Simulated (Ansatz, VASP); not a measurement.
**One calculation of BP, two programs**

```
CELL_PARAMETERS angstrom
0.00000 2.31384 2.31384
2.31384 0.00000 2.31384
2.31384 2.31384 0.00000
ATOMIC_POSITIONS crystal
B 0.00000 0.00000 0.00000
P 0.75000 0.75000 0.75000
```

Alike in both runs: task single point; functional PBE; k mesh 12 × 12 × 12; occupations gaussian, width 0.05 eV; no spin polarisation.

```csv
,VASP,Ansatz
version,VASP 6.6.1,Ansatz 0.2.0
potentials or method,"VASP PAW PBE potentials, release 64 (B, P), cutoff 520 eV","scalar-relativistic, plane waves, PAW"
valence electrons in the cell,8,8
```

VASP gave:

| Item | Value |
| --- | --- |
| gap on the k mesh at the Fermi level (eV) | 1.32 |
| least direct gap on the mesh (eV) | 3.32 |
| pressure (GPa) | -7.8 |

Q: Estimate Ansatz's values.

A: gap on the k mesh at the Fermi level (eV): 1.32; least direct gap on the mesh (eV): 3.32; pressure (GPa): -7.6.
